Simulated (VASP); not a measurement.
A run of VASP 6.6.1:

File INCAR:

```
SYSTEM = Si6O11
PREC = Accurate
ENCUT = 520
EDIFF = 1E-7
ISMEAR = 0
SIGMA = 0.05
LREAL = Auto
LASPH = .TRUE.
NELM = 60
ALGO = Normal
ISIF = 2
LWAVE = .FALSE.
LCHARG = .FALSE.
GGA = PE
NBANDS = 59
NELECT = 88.0
```

Contents of KPOINTS:

```
regular mesh
0
G
  4 4 2
  0 0 0
```

The input POSCAR:

```
Si6O11
1.0
   -2.5103274377      4.3480146658      0.0000000000
    0.0000000000      0.0000000000      5.5092660079
    7.5309823132      4.3480146658      0.0000000000
Si O
6 11
Direct
    0.7617495765      0.3333333333      0.2382504235
    0.2617495765      0.3333333333      0.7382504235
    0.9765008470      0.6666666667      0.5000000000
    0.4765008470      0.6666666667      0.0000000000
    0.2617495765      0.0000000000      0.2617495765
    0.7617495765      0.0000000000      0.7617495765
    0.0486521033      0.2055717715      0.2072260374
    0.5486521033      0.2055717715      0.7072260374
    0.7865130045      0.5389051049      0.3720609296
    0.2865130045      0.5389051049      0.8720609296
    0.6648348922      0.8722384382      0.9207130329
    0.2865130045      0.7944282285      0.1279390704
    0.7865130045      0.7944282285      0.6279390704
    0.6648348922      0.4610948951      0.0792869671
    0.1648348922      0.4610948951      0.5792869671
    0.1847231351     -0.2118130230      0.4627971530
    0.0486521033      0.1277615618      0.7927739626
```

Potentials or basis: VASP PAW PBE potentials, release 64 (Si, O).

Launch:

```sh
$ cat potpaw_PBE.64/Si/POTCAR potpaw_PBE.64/O/POTCAR > POTCAR
$ mpirun -np 1 vasp_std > vasp.out
```

Hardware: 1 thread of Intel(R) Xeon(R) Platinum 8375C CPU @ 2.90GHz (Ice Lake), with other jobs on the host.

**Question.** How long does it take, and how much memory?

**Answer.** Wall time 10 min on 1 thread of Intel(R) Xeon(R) Platinum 8375C CPU @ 2.90GHz (Ice Lake), with other jobs on the host, peak memory 0.42 GiB. Counts: scf iterations 24, k points 20.
